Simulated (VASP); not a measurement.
Input of a VASP 6.6.1 run:

Contents of INCAR:

```
PREC     = Accurate       # precision mode
ENCUT    = 520            # plane-wave cutoff, eV
EDIFF    = 1E-6           # SCF threshold, eV
ISMEAR   = 0              # smearing method
SIGMA    = 0.1            # smearing width, eV
LREAL    = False          # projectors in reciprocal space
LASPH    = True           # aspherical terms in the spheres
NELM     = 100            # most SCF steps
ALGO     = Fast           # electronic algorithm
ISIF     = 2              # what is computed and relaxed
LWAVE    = False          # write WAVECAR
LCHARG   = False          # write CHGCAR
GGA      = PE             # functional
NBANDS   = 18             # bands
```

KPOINTS

```
Automatic mesh
0
Gamma
  6 6 2
```

POSCAR

```
ScAl3
1.0
    3.0079107955     -0.0000000032      0.0000000000
   -1.5039553950      2.6049271628      0.0000000000
    0.0000000000      0.0000000000      9.4146501454
Sc Al
1 3
Direct
    0.3333333333      0.6666666667      0.0000000000
    0.3333333333      0.6666666667      0.5000000000
    0.6666666667      0.3333333333      0.2591829179
    0.6666666667      0.3333333333      0.7408170821
```

Potentials or basis: VASP PAW PBE potentials, release 64 (Sc_sv, Al).

The run is started by

```sh
$ cat potpaw_PBE.64/Sc_sv/POTCAR potpaw_PBE.64/Al/POTCAR > POTCAR
$ mpirun -np 1 vasp_std > vasp.out
```

Problem. Estimate the band gap on the k mesh.

Solution. Zero (band 10 reaches 7.92 eV, above the bottom of band 11 at 5.53 eV).

Problem. Estimate the largest force.

Solution. 0.010 eV/Å.

Problem. What does it give for the pressure?

Solution. 0.1 GPa.

Forces in eV/Å, atoms in the order of the input:
```
Sc   0.000  0.000  0.000
Al   0.000  0.000  0.000
Al   0.000  0.000 -0.010
Al   0.000  0.000  0.010
```

Caveat: the k points lie up to 0.40 Å⁻¹ apart.
